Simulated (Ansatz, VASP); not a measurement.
**Two plane-wave programs on Si2Se**

```
Si Se
1.0
     5.65246    0.00000    0.00000
     0.00000    5.65246    0.00000
     0.00000    0.00000    5.65246
Si Se
4 2
Direct
  0.75000 0.75000 0.75000
  0.25000 0.25000 0.75000
  0.25000 0.75000 0.25000
  0.75000 0.25000 0.25000
  0.00000 0.00000 0.00000
  0.50000 0.50000 0.50000
```

Alike in both runs: task relaxation of cell and atoms; functional PBE; k mesh 8 × 8 × 8; occupations gaussian, width 0.1 eV; no spin polarisation.

|  | VASP | Ansatz |
| --- | --- | --- |
| version | VASP 6.6.1 | Ansatz 0.2.0 |
| potentials or method | VASP PAW PBE potentials, release 64 (Si, Se), cutoff 600 eV | scalar-relativistic, plane waves, PAW |
| valence electrons in the cell | 28 | 48 |

Ansatz gave:

```
gap on the k mesh at the Fermi level, each at its own relaxed structure (eV) : none
relaxed volume (Å³/atom)                                                     : 30.16
relaxed cell length with the largest relative difference (Å)                 : 5.656
```

Q: What did VASP give for the same quantities?

A: gap on the k mesh at the Fermi level, each at its own relaxed structure (eV): none; relaxed volume (Å³/atom): 30.21; relaxed cell length with the largest relative difference (Å): 5.660.

A gap of «none» marks a metal or a gap that the smearing closes. VASP's potentials hold 28 valence electrons a cell and Ansatz's 48, so a difference there can come from the potentials and not from the codes.
